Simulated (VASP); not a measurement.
The system is AlN.

```xyz
4
Lattice="3.1612 0.0000 0.0000 -1.5806 2.7377 0.0000 0.0000 0.0000 4.4149" Properties=species:S:1:pos:R:3 pbc="T T T"
Al    0.0000    1.8251    0.0076
Al    1.5806    0.9126    2.2151
N     0.0000    1.8251    1.6921
N     1.5806    0.9126    3.8996
```

```yaml
Program: VASP 6.6.1
Task: relaxation of the atoms
Functional: PBE
Potentials_or_basis: VASP PAW PBE potentials, release 64 (Al, N)
Cutoff: 520 eV
k_mesh: 9 × 9 × 6
Occupations: gaussian, width 0.05 eV
Spin: no spin polarisation
```

At the start: pressure 30.4 GPa; volume 9.55 Å³/atom.

Task: Where does the relaxation end?

Result: Over 5 steps the energy falls by 153.2 meV/atom; space group P6_3mc (No. 186, to 0.1 Å) before and after.

Step by step:
```tsv
step	energy change (eV)	largest force (eV/Å)	pressure (GPa)
1	0.0000	3.8717	30.41
2	-0.4835	0.4724	16.28
3	-0.6125	0.0336	18.95
4	-0.6121	0.0613	18.61
5	-0.6126	0.0007	18.81
```

Final structure:
```
Al N
1.0
     3.16120    0.00000    0.00000
    -1.58060    2.73768    0.00000
     0.00000    0.00000    4.41490
Al N
2 2
Direct
  0.33333 0.66667 0.97888
  0.66667 0.33333 0.47888
  0.33333 0.66667 0.40612
  0.66667 0.33333 0.90612
```
